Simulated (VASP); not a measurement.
A run of VASP 6.6.1 is set up as follows.

INCAR

```
PREC = Accurate
ENCUT = 520
EDIFF = 1E-6
ISMEAR = 0
SIGMA = 0.1
LREAL = False
LASPH = True
NELM = 60
ALGO = Fast
ISIF = 2
LWAVE = False
LCHARG = True
GGA = PE
LELF = True
LVHAR = True
NBANDS = 30
```

Contents of KPOINTS:

```
Automatic mesh
0
Gamma
  12 12 8
```

POSCAR

```
Al3Co2Ru
1.0
    3.9368936395      0.0000000000      0.0000000000
   -1.9684468197      3.4094499038      0.0000000000
    0.0000000000      0.0000000000      4.8395679063
Al Co Ru
3 2 1
Direct
    0.3333333333      0.6666666667      0.3237869797
    0.6666666667      0.3333333333      0.6762130203
    0.0000000000      0.0000000000      0.0000000000
    0.3333333333      0.6666666667      0.8369153373
    0.6666666667      0.3333333333      0.1630846627
    0.0000000000      0.0000000000      0.5000000000
```

Potentials or basis: VASP PAW PBE potentials, release 64 (Al, Co, Ru_pv).

The run is started by

```console
$ cat potpaw_PBE.64/Al/POTCAR potpaw_PBE.64/Co/POTCAR potpaw_PBE.64/Ru_pv/POTCAR > POTCAR
$ mpirun -np 1 vasp_std > vasp.out
```

Question: Estimate the band gap on the k mesh.

Answer: Zero (an odd number of electrons rules out a gap without spin polarisation).

Question: Estimate the largest force.

Answer: 0.009 eV/Å.

Question: Predict the pressure.

Answer: 31.6 GPa.

Forces in eV/Å, atoms in the order of the input:
```
Al   0.000  0.000 -0.003
Al   0.000  0.000  0.003
Al   0.000  0.000  0.000
Co   0.000  0.000 -0.009
Co   0.000  0.000  0.009
Ru   0.000  0.000  0.000
```

Caveat: the cell stands under pressure; the run has no spin polarisation, though such a crystal can be magnetic. Spin polarisation is off, so any magnetic state and its effect on volume and gap are missing.
